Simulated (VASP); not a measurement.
# Mg33O31 (a cell with a defect) in VASP: single point with PBEsol

Aim: the single point of Mg33O31 (a cell with a defect) with PBEsol.

Everything below comes from runs of VASP 6.6.1. Logs are shortened: lines on timing, memory, paths and dates and some standing lists are left out, and cuts for length are marked.

## Step 1: The cell of the first run

The cell holds a defect, 64 atoms: a = 8.429 Å, b = 8.429 Å, c = 8.429 Å, α = 90.00°, β = 90.00°, γ = 90.00°.

## Step 2: Single point, PBEsol

INCAR

```
  PREC = Accurate
  ENCUT = 520
  EDIFF = 1E-7
  ISMEAR = -1
  SIGMA = 0.05
  LREAL = Auto
  LASPH = True
  NELM = 60
  ALGO = Normal
  ISIF = 2
  LWAVE = False
  LCHARG = False
  GGA = PS
  NBANDS = 164
  NELECT = 250.0
  ISYM = 0
```

KPOINTS

```
Automatic mesh
0
Gamma
  1 1 1
  0.25 0.25 0.25
```

POSCAR

```
Mg33O31
1.0
    8.4288080000      0.0000000000      0.0000000000
    0.0000000000      8.4288080000      0.0000000000
    0.0000000000      0.0000000000      8.4288080000
O Mg
31 33
Direct
    0.2486760000      0.9972040000      0.0033350000
    0.2486560000      0.0129570000      0.5017430000
    0.2485340000      0.4988090000      0.9875390000
    0.7482720000      0.9985630000      0.0020010000
    0.7469410000      0.9972260000      0.5016410000
    0.7469390000      0.4989650000      0.0033360000
    0.7626680000      0.4989220000      0.5017330000
    0.9995210000      0.2497960000      0.0009250000
    0.0003390000      0.2505960000      0.5000530000
    0.9986950000      0.7480460000      0.0030860000
    0.9950670000      0.7538820000      0.5031970000
    0.4977670000      0.2489540000      0.0030780000
    0.5036020000      0.2453510000      0.5031780000
    0.4978240000      0.7480930000      0.0016430000
    0.4909180000      0.7411650000      0.5006130000
    0.9987310000      0.9975130000      0.2524320000
    0.9994760000      0.9996590000      0.7508350000
    0.9950270000      0.4972770000      0.2467640000
    0.0003600000      0.5005150000      0.7498970000
    0.4978120000      0.9987990000      0.2525290000
    0.4977820000      0.9974850000      0.7515040000
    0.4911150000      0.4997950000      0.2590940000
    0.5035460000      0.4973290000      0.7552540000
    0.2470220000      0.2453020000      0.2467580000
    0.2502430000      0.2506500000      0.7498740000
    0.2495310000      0.7413680000      0.2590770000
    0.2470310000      0.7538430000      0.7552580000
    0.7472330000      0.2489790000      0.2524270000
    0.7493610000      0.2497620000      0.7508160000
    0.7485390000      0.7480840000      0.2525090000
    0.7471880000      0.7480450000      0.7515000000
    0.3392070000      0.5894600000      0.4108560000
    0.9971980000      0.9986770000      0.0018680000
    0.9913430000      0.0067690000      0.5013300000
    0.9912490000      0.4992170000      0.9938320000
    0.9989630000      0.4995860000      0.5008970000
    0.4997530000      0.9992810000      0.0012630000
    0.5001890000      0.0004710000      0.5023300000
    0.5001780000      0.4981890000      0.0000140000
    0.5449150000      0.4709770000      0.5297960000
    0.2489430000      0.2415150000      0.9938220000
    0.2493040000      0.2492600000      0.5008940000
    0.2479270000      0.7504560000      0.0000120000
    0.2206830000      0.7952050000      0.5298040000
    0.7484040000      0.2474610000      0.0018560000
    0.7565020000      0.2416150000      0.5013200000
    0.7490210000      0.7500510000      0.0012480000
    0.7501990000      0.7504600000      0.5023320000
    0.2479360000      0.0005220000      0.2500590000
    0.2489550000      0.0066790000      0.7590000000
    0.2203830000      0.4706500000      0.2052050000
    0.2493610000      0.4996730000      0.7512500000
    0.7490170000      0.9992660000      0.2505220000
    0.7484110000      0.9986960000      0.7530840000
    0.7502490000      0.4982020000      0.2500630000
    0.7564120000      0.4992370000      0.7590030000
    0.9935880000      0.2438520000      0.2500560000
    0.9991560000      0.2494280000      0.7511370000
    0.9967470000      0.7489200000      0.2516630000
    0.9936400000      0.7504940000      0.7566170000
    0.4986520000      0.2470180000      0.2516500000
    0.5002100000      0.2439220000      0.7565970000
    0.5095920000      0.7598370000      0.2405940000
    0.4986020000      0.7489020000      0.7535900000
```

Potentials or basis: VASP PAW PBE potentials, release 64 (O, Mg).

Started as:

```bash
cat potpaw_PBE.64/O/POTCAR potpaw_PBE.64/Mg/POTCAR > POTCAR
mpirun -np 1 vasp_std > vasp.out
```

OUTCAR:

```text
PREC = Accurate
   ENCUT = 520
   EDIFF = 1E-7
   ISMEAR = -1
   LREAL = Auto
   LASPH = True
   NELM = 60
   ISIF = 2
   GGA = PS
   NELECT = 250.0
   ISYM = 0

 ion  position               nearest neighbor table
   1  0.249  0.997  0.003-  41 2.06  50 2.06  49 2.08  43 2.08  37 2.12  33 2.12
   2  0.249  0.013  0.502-  44 1.87  42 1.99  38 2.12  49 2.12  50 2.17  34 2.17
   3  0.249  0.499  0.988-  51 1.87  52 1.99  39 2.12  43 2.12  35 2.17  41 2.17
   4  0.748  0.999  0.002-  47 2.09  37 2.09  53 2.09  45 2.10  54 2.10  33 2.10
   5  0.747  0.997  0.502-  46 2.06  34 2.06  38 2.08  48 2.08  53 2.12  54 2.12
   6  0.747  0.499  0.003-  35 2.06  56 2.06  55 2.08  39 2.08  47 2.12  45 2.12
   7  0.763  0.499  0.502-  40 1.87  36 1.99  48 2.12  55 2.12  56 2.17  46 2.17
   8  1.000  0.250  0.001-  57 2.10  35 2.10  41 2.10  58 2.11  45 2.12  33 2.12
   9  0.000  0.251  0.500-  34 2.06  46 2.06  42 2.10  36 2.10  57 2.11  58 2.12
  10  0.999  0.748  0.003-  60 2.08  59 2.10  35 2.10  43 2.10  47 2.10  33 2.11
  11  0.995  0.754  0.503-  44 1.95  48 2.06  59 2.12  34 2.13  60 2.14  36 2.14
  12  0.498  0.249  0.003-  62 2.08  61 2.10  41 2.10  39 2.10  37 2.10  45 2.11
  13  0.504  0.245  0.503-  40 1.95  38 2.06  61 2.12  46 2.13  62 2.14  42 2.14
  14  0.498  0.748  0.002-  63 2.02  64 2.09  43 2.11  39 2.11  37 2.12  47 2.12
  15  0.491  0.741  0.501-  32 1.96  64 2.13  48 2.19  38 2.19  63 2.20  40 2.34  44 2.34
  16  0.999  0.998  0.252-  57 2.08  59 2.10  34 2.10  49 2.10  53 2.10  33 2.11
  17  0.999  1.000  0.751-  60 2.10  50 2.10  34 2.10  58 2.11  33 2.12  54 2.12
  18  0.995  0.497  0.247-  51 1.94  55 2.06  59 2.12  35 2.13  57 2.14  36 2.14
  19  0.000  0.501  0.750-  35 2.06  56 2.06  36 2.10  52 2.10  60 2.11  58 2.12
  20  0.498  0.999  0.253-  63 2.02  61 2.09  38 2.11  49 2.11  53 2.12  37 2.12
  21  0.498  0.997  0.752-  62 2.08  64 2.10  50 2.10  38 2.10  37 2.11  54 2.11
  22  0.491  0.500  0.259-  32 1.96  61 2.13  39 2.19  55 2.19  63 2.20  40 2.34  51 2.34
  23  0.504  0.497  0.755-  40 1.94  39 2.06  64 2.12  56 2.13  62 2.14  52 2.14
  24  0.247  0.245  0.247-  51 1.94  49 2.06  61 2.12  41 2.13  57 2.14  42 2.14
  25  0.250  0.251  0.750-  41 2.06  50 2.06  42 2.10  52 2.10  62 2.11  58 2.12
  26  0.250  0.741  0.259-  32 1.96  59 2.13  43 2.18  49 2.19  63 2.20  44 2.34  51 2.34
  27  0.247  0.754  0.755-  44 1.94  43 2.06  64 2.12  50 2.13  60 2.14  52 2.14
  28  0.747  0.249  0.252-  57 2.08  61 2.10  46 2.10  55 2.10  53 2.10  45 2.11
  29  0.749  0.250  0.751-  62 2.10  56 2.10  46 2.10  58 2.11  45 2.12  54 2.12
  30  0.749  0.748  0.253-  63 2.02  59 2.09  48 2.11  55 2.11  53 2.12  47 2.12
  31  0.747  0.748  0.752-  60 2.08  64 2.10  56 2.10  48 2.10  47 2.11  54 2.11
  32  0.339  0.589  0.411-  15 1.96  22 1.96  26 1.96  40 2.24  51 2.24  44 2.24  63 2.49  42 3.06
                            36 3.06  52 3.06  61 3.46  59 3.46  64 3.46
  33  0.997  0.999  0.002-   4 2.10  16 2.11  10 2.11  17 2.12   8 2.12   1 2.12  57 2.94  60 2.94
                            41 2.95  50 2.95  47 2.96  53 2.96  54 2.97  45 2.97  49 2.97  43 2.97
  34  0.991  0.007  0.501-   9 2.06   5 2.06  16 2.10  17 2.10  11 2.13   2 2.17  44 2.64  46 2.80
                            57 2.91  58 2.94  53 2.94  54 2.95  48 2.97  42 2.98  59 3.03  49 3.03
  35  0.991  0.499  0.994-  19 2.06   6 2.06  10 2.10   8 2.10  18 2.13   3 2.17  51 2.64  56 2.80
                            60 2.91  58 2.94  47 2.94  45 2.95  55 2.96  52 2.99  59 3.03  43 3.03
  36  0.999  0.500  0.501-   7 1.99   9 2.10  19 2.10  18 2.14  11 2.14  59 2.97  55 2.98  48 2.98
[... 281 lines left out ...]
  Thomas-Fermi vector in A             =   2.358658
   LORBIT       =      0    0 simple, 1 ext, 2 COOP (PROOUT), +10 PAW based schemes
   GGA     = PS    functional components
   LHFCALC =     F    Hartree Fock is set to
   AEXX    =    0.0000 exact exchange contribution
   IVDW    =     0    specifies the selected vdW correction
   LEPSILON=     F    determine dielectric tensor
   LRPA    =     F    only Hartree local field effects (RPA)
 non-spin polarized calculation
  energy-cutoff  :      520.00
  volume of cell :      598.82
 maximum number of plane-waves:     16125
 NGX is ok and might be reduce to    64
   NGX = 31   NGY = 31   NGZ = 31

 number of electron     249.9999996 magnetization

 Free energy of the ion-electron system (eV)
  ---------------------------------------------------
  ext. energy  EPLUGINS =         0.00000000
  ---------------------------------------------------
  free energy    TOTEN  =      -396.72377853 eV

  energy without entropy =     -396.72377853  energy(sigma->0) =     -396.72377853

 E-fermi :   6.1516     XC(G=0): -11.2696

 val. band max:        4.8863861085   @ k =   0.2500  -0.2500   0.2500
 cond. band min:       8.2751524469   @ k =   0.2500   0.2500   0.2500
 fundamental gap:      3.3887663384
 Fermi energy:         6.1516470326

 k-point     1 :       0.2500    0.2500    0.2500
  band No.  band energies     occupation
      1     -13.9656      2.00000
      2     -13.6538      2.00000
      3     -13.6149      2.00000
      4     -13.4973      2.00000
      5     -13.3070      2.00000
      6     -13.2792      2.00000
[... 549 lines left out ...]
    136      11.4317      0.00000
    137      11.5435      0.00000
 [bands above 137 left out]

------------------------ aborting loop because EDIFF is reached ----------------------------------------

  FORCE on cell =-STRESS in cart. coord.  units (eV):
  Direction    XX          YY          ZZ          XY          YZ          ZX
  --------------------------------------------------------------------------------------
  -------------------------------------------------------------------------------------
  Total        2.7916909      2.7746415      2.8363515     -3.0682510      3.0922626      3.0984328
  in kB        7.4692919      7.4236755      7.5887832     -8.2092405      8.2734846      8.2899933
  external PRESSURE =       7.4939169 kB  Pullay stress =       0.0000000 kB

 VOLUME and BASIS-vectors are now :
 -----------------------------------------------------------------------------
  energy-cutoff  :      520.00
  volume of cell :      598.82
      direct lattice vectors                 reciprocal lattice vectors
     8.428808000  0.000000000  0.000000000     0.118640738  0.000000000  0.000000000
     0.000000000  8.428808000  0.000000000     0.000000000  0.118640738  0.000000000
     0.000000000  0.000000000  8.428808000     0.000000000  0.000000000  0.118640738

 POSITION                                       TOTAL-FORCE (eV/Angst)
 -----------------------------------------------------------------------------------
      2.09604      8.40524      0.02811         0.002605     -0.007699      0.005688
      2.09587      0.10921      4.22910        -0.000219      0.024951     -0.008184
      2.09485      4.20437      8.32378         0.008311      0.008089     -0.028992
      6.30704      8.41670      0.01687        -0.007204     -0.009424      0.004382
      6.29582      8.40543      4.22824        -0.005997     -0.008181     -0.003333
      6.29581      4.20568      0.02812        -0.009059      0.002517      0.006272
[... 56 lines left out ...]
      4.29525      6.40452      2.02792         0.028187      0.030368     -0.027923
      4.20262      6.31235      6.35187         0.008394      0.004894      0.008930
 -----------------------------------------------------------------------------------
    total drift:                                0.000060      0.000374      0.015075

  FREE ENERGIE OF THE ION-ELECTRON SYSTEM (eV)
  ---------------------------------------------------
  free  energy   TOTEN  =      -396.7237785315 eV

  energy  without entropy=     -396.7237785315  energy(sigma->0) =     -396.72377853
```

Run time: 11 min. Hardware: 1 thread of Intel Xeon Platinum 8488C (Sapphire Rapids), shared host; peak memory 0.68 GiB.

What came out:

```
Free energy   : -396.7238 eV
Largest force : 0.055 eV/Å
```

Forces in eV/Å, atoms in the order of the input:
```
O    0.003 -0.008  0.006
O    0.000  0.025 -0.008
O    0.008  0.008 -0.029
O   -0.007 -0.009  0.004
O   -0.006 -0.008 -0.003
O   -0.009  0.003  0.006
O    0.029  0.000 -0.008
O   -0.012 -0.011  0.007
O    0.012  0.016 -0.001
O    0.001  0.001  0.002
O    0.002 -0.017 -0.008
O    0.001  0.001  0.002
O   -0.016  0.002 -0.008
O   -0.006 -0.006  0.002
O    0.000  0.003  0.005
O    0.001 -0.009  0.004
O   -0.008 -0.005  0.010
O   -0.009  0.011  0.012
O    0.009  0.005 -0.009
O   -0.006  0.003  0.000
O    0.001 -0.010  0.002
O   -0.010  0.008  0.010
O   -0.015  0.010  0.006
O    0.010 -0.010  0.012
O    0.002  0.013 -0.007
O    0.009 -0.010  0.012
O    0.013 -0.016  0.007
O   -0.006  0.002  0.003
O   -0.003 -0.007  0.011
O    0.004 -0.007  0.003
O   -0.007  0.002  0.002
Mg  -0.016 -0.011 -0.005
Mg   0.004  0.005 -0.006
Mg  -0.008 -0.005  0.003
Mg  -0.004 -0.001 -0.009
Mg  -0.014  0.004  0.005
Mg  -0.003  0.004 -0.004
Mg   0.003  0.020 -0.005
Mg   0.001  0.003 -0.009
Mg   0.034 -0.038  0.020
Mg   0.000 -0.002 -0.010
Mg   0.005 -0.016  0.006
Mg   0.002  0.000 -0.008
Mg  -0.036  0.030  0.018
Mg   0.005  0.006 -0.005
Mg  -0.007 -0.006  0.002
Mg   0.004 -0.006 -0.003
Mg   0.019  0.003 -0.005
Mg   0.005  0.009  0.001
Mg  -0.003  0.013  0.003
Mg  -0.018 -0.016 -0.027
Mg  -0.006 -0.009  0.016
Mg   0.001  0.004  0.006
Mg   0.005  0.004 -0.008
Mg   0.009  0.005  0.000
Mg   0.009 -0.004  0.004
Mg  -0.001  0.001 -0.002
Mg  -0.002 -0.001  0.004
Mg  -0.011  0.004 -0.005
Mg  -0.003  0.001  0.001
Mg   0.005 -0.013 -0.004
Mg   0.000 -0.002  0.001
Mg   0.028  0.030 -0.028
Mg   0.008  0.005  0.009
```

Caveat: the k points lie up to 0.75 Å⁻¹ apart; the cell carries a net charge on a neutralising background, which shifts energy and pressure; the cell is charged against a uniform background, so pressure and absolute levels hang on convention; the PAW data sets were made with another functional, which shifts forces and pressure a little.
